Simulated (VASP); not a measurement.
# As in VASP: further runs, part 2 of 2

VASP 6.6.1. The steps go on from the part before.

### 5 Single point, PBE

File INCAR:

```
SYSTEM = As
ALGO     = Normal         ! electronic algorithm
DIPOL    = 0.5 0.5 0.500
EDIFF    = 1E-6           ! SCF threshold, eV
ENCUT    = 520            ! plane-wave cutoff, eV
GGA      = PE             ! functional
IDIPOL   = 3            
ISIF     = 2              ! what is computed and relaxed
ISMEAR   = 0              ! smearing method
LASPH    = .True.         ! aspherical terms in the spheres
LCHARG   = .False.        ! write CHGCAR
LDIPOL   = .True.       
LREAL    = .False.        ! projectors in reciprocal space
LWAVE    = .False.        ! write WAVECAR
NBANDS   = 12             ! bands
NELM     = 100            ! most SCF steps
PREC     = Accurate       ! precision mode
SIGMA    = 0.02           ! smearing width, eV
```

File KPOINTS:

```
k-points
0
Gamma
  9 9 1
  0 0 0
```

File POSCAR:

```
As
1.0
    3.3810000000      0.0000000000      0.0000000000
   -1.6905000000      2.9280318902      0.0000000000
    0.0000000000      0.0000000000     28.0000000000
As
2
Direct
    0.3333333333      0.6666666667      0.5266071429
    0.6666666667      0.3333333333      0.4733928571
```

Potentials or basis: VASP PAW PBE potentials, release 64 (As).

Run with:

```
> cat potpaw_PBE.64/As/POTCAR > POTCAR
> mpirun -np 1 vasp_std > vasp.out
```

OUTCAR:

```text
SYSTEM = As
   EDIFF = 1E-6
   ENCUT = 520
   GGA = PE
   ISIF = 2
   ISMEAR = 0
   LASPH = .True.
   LREAL = .False.
   NELM = 100
   PREC = Accurate

 ion  position               nearest neighbor table
   1  0.333  0.667  0.527-   2 2.46   2 2.46   2 2.46
   2  0.667  0.333  0.473-   1 2.46   1 2.46   1 2.46

  LATTYP: Found a hexagonal cell.
 ALAT       =     3.3810000000
 C/A-ratio  =     8.2815734990

  Lattice vectors:

 A1 = (   3.3810000000,   0.0000000000,   0.0000000000)
 A2 = (  -1.6905000000,   2.9280318902,   0.0000000000)
 A3 = (   0.0000000000,   0.0000000000,  28.0000000000)

Analysis of symmetry for initial positions (statically):
=====================================================================
 Subroutine PRICEL returns:
 Original cell was already a primitive cell.

 Routine SETGRP: Setting up the symmetry group for a
 hexagonal supercell.

 Subroutine GETGRP returns: Found 12 space group operations
 (whereof 12 operations were pure point group operations)
 out of a pool of 24 trial point group operations.

The static configuration has the point symmetry D_3d.

Analysis of symmetry for dynamics (positions and initial velocities):
=====================================================================
 Subroutine PRICEL returns:
 Original cell was already a primitive cell.

 Routine SETGRP: Setting up the symmetry group for a
 hexagonal supercell.

 Subroutine GETGRP returns: Found 12 space group operations
 (whereof 12 operations were pure point group operations)
 out of a pool of 24 trial point group operations.

The dynamic configuration has the point symmetry D_3d.

 Subroutine INISYM returns: Found 12 space group operations
 (whereof 12 operations are pure point group operations),
 and found     1 'primitive' translations

----------------------------------------------------------------------------------------

                                     Primitive cell

  volume of cell :     277.1909

[... 113 lines left out ...]

 dipolmoment           0.000000      0.000000      0.000000 electrons x Angstroem

 number of electron      10.0000000 magnetization

 dipolmoment           0.000000      0.000000     -0.000000 electrons x Angstroem

 Free energy of the ion-electron system (eV)
  ---------------------------------------------------
  ext. energy  EPLUGINS =         0.00000000
  ---------------------------------------------------
  free energy    TOTEN  =        -9.12428087 eV

  energy without entropy =       -9.12428087  energy(sigma->0) =       -9.12428087

 E-fermi :  -2.5924     XC(G=0):  -1.9977

 val. band max:       -2.7238331502   @ k =   0.0000   0.0000   0.0000
 cond. band min:      -2.2648134571   @ k =   0.3333   0.3333   0.0000
 fundamental gap:      0.4590196932
 Fermi energy:        -2.5923567065

 k-point     1 :       0.0000    0.0000    0.0000
  band No.  band energies     occupation
      1     -17.8175      2.00000
      2     -11.4555      2.00000
      3      -5.0058      2.00000
      4      -2.7238      2.00000
      5      -2.7238      2.00000
      6      -0.4519      0.00000
      7       0.6171      0.00000
      8       0.6171      0.00000
      9       1.1367      0.00000
     10       1.2168      0.00000
     11       1.6082      0.00000
     12       1.8852      0.00000
[... 151 lines left out ...]
 k-point    12 :       0.3333    0.3333    0.0000
  band No.  band energies     occupation
      1     -13.5463      2.00000
      2     -13.5463      2.00000
      3      -8.3544      2.00000
      4      -5.9419      2.00000
      5      -5.9419      2.00000
      6      -2.2648      0.00000
      7       0.7849      0.00000
      8       0.7849      0.00000
      9       4.4377      0.00000
     10       6.0875      0.00000
     11       6.0875      0.00000
     12       6.5378      0.00000

------------------------ aborting loop because EDIFF is reached ----------------------------------------

 vacuum level on the upper side and lower side of the slab       (xc-potential included)        -0.008        -0.008

  FORCE on cell =-STRESS in cart. coord.  units (eV):
  Direction    XX          YY          ZZ          XY          YZ          ZX
  --------------------------------------------------------------------------------------
  -------------------------------------------------------------------------------------
  Total        3.0251889      3.0251889     -0.6169777      0.0000000      0.0000000     -0.0000000
  in kB       17.4857424     17.4857424     -3.5661619      0.0000000      0.0000000     -0.0000000
  external PRESSURE =      10.4684410 kB  Pullay stress =       0.0000000 kB

 VOLUME and BASIS-vectors are now :
 -----------------------------------------------------------------------------
  energy-cutoff  :      520.00
  volume of cell :      277.19
      direct lattice vectors                 reciprocal lattice vectors
     3.381000000  0.000000000  0.000000000     0.295770482  0.170763167  0.000000000
    -1.690500000  2.928031890  0.000000000     0.000000000  0.341526335  0.000000000
     0.000000000  0.000000000 28.000000000     0.000000000  0.000000000  0.035714286

 POSITION                                       TOTAL-FORCE (eV/Angst)
 -----------------------------------------------------------------------------------
     -0.00000      1.95202     14.74500        -0.000000      0.000000     -0.413316
      1.69050      0.97601     13.25500         0.000000     -0.000000      0.413316
 -----------------------------------------------------------------------------------
    total drift:                               -0.000000      0.000000     -0.000000

  FREE ENERGIE OF THE ION-ELECTRON SYSTEM (eV)
  ---------------------------------------------------
  free  energy   TOTEN  =        -9.1242808706 eV

  energy  without entropy=       -9.1242808706  energy(sigma->0) =       -9.12428087

 vacuum level on the upper side and lower side of the slab         1.479         1.479
```

OSZICAR:

```text
N       E                     dE             d eps       ncg     rms          rms(c)
DAV:   1     0.633037906343E+02    0.63304E+02   -0.28420E+03   288   0.538E+02
DAV:   2    -0.335504137897E+01   -0.66659E+02   -0.58579E+02   492   0.905E+01
DAV:   3    -0.912722820250E+01   -0.57722E+01   -0.56978E+01   396   0.360E+01
[... 11 lines left out ...]
DAV:  15    -0.912425608147E+01   -0.30130E-04   -0.23664E-06   376   0.352E-03    0.781E-04
DAV:  16    -0.912426824877E+01   -0.12167E-04   -0.26906E-07   384   0.148E-03    0.366E-04
DAV:  17    -0.912427738300E+01   -0.91342E-05   -0.41252E-07   324   0.137E-03    0.449E-04
DAV:  18    -0.912427987929E+01   -0.24963E-05   -0.50741E-08   332   0.571E-04    0.984E-05
DAV:  19    -0.912428087057E+01   -0.99128E-06   -0.18971E-08   340   0.353E-04
   1 F= -.91242809E+01 E0= -.91242809E+01  d E =-.475215E-22
```

stdout:

```text
POSCAR found type information on POSCAR As
 POSCAR found :  1 types and       2 ions
 scaLAPACK will be used
 LDA part: xc-table for (Slater+PW92), standard interpolation
 POSCAR, INCAR and KPOINTS ok, starting setup
 FFT: planning ... GRIDC
 FFT: planning ... GRID_SOFT
 FFT: planning ... GRID
 WAVECAR not read
 entering main loop
```

Wall time 91 s (1 thread of Intel Xeon Platinum 8488C (Sapphire Rapids), shared host); peak memory 0.38 GiB.

Results:

- Free energy: -9.1243 eV
- Largest force: 0.413 eV/Å
- Band gap on the k mesh: 0.46 eV, indirect (least direct gap 2.27 eV)

Forces on the atoms (eV/Å):
```
As   0.000  0.000 -0.413
As   0.000  0.000  0.413
```
